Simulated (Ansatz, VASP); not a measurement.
**B in VASP and in Ansatz**

```
CELL_PARAMETERS angstrom
2.84732 0.00000 0.00000
-1.42366 2.46585 0.00000
0.00000 0.00000 6.59597
ATOMIC_POSITIONS crystal
B 0.66667 0.33333 0.66390
B 0.00000 0.00000 0.75526
B 0.66667 0.33333 0.91311
B 0.33333 0.66667 0.08689
B 0.00000 0.00000 0.24474
B 0.33333 0.66667 0.33610
B 0.00000 0.00000 0.50000
```

Alike in both runs: functional PBE; k mesh 12 × 12 × 2; occupations gaussian, width 0.1 eV; no spin polarisation.

Ansatz relaxed the structure, and its values are those at the end. VASP's run is a single point on that final structure, the one shown.

|  | VASP | Ansatz |
| --- | --- | --- |
| version | VASP 6.6.1 | Ansatz 0.2.0 |
| potentials or method | VASP PAW PBE potentials, release 64 (B), cutoff 520 eV | scalar-relativistic, plane waves, PAW |
| valence electrons in the cell | 21 | 21 |

Ansatz gave:

- gap on the k mesh at the Fermi level (eV): none
- pressure (GPa): 0.1
- rms of the force components (eV/Å): 0.002

Q: Estimate VASP's values.

A: gap on the k mesh at the Fermi level (eV): none; pressure (GPa): 0.2; rms of the force components (eV/Å): 0.007.

A gap of «none» marks a metal or a gap that the smearing closes. With one functional, cell and mesh, what is left measures potentials, basis and numerics.

The k mesh is coarse, so the values compare programs but aren't converged.
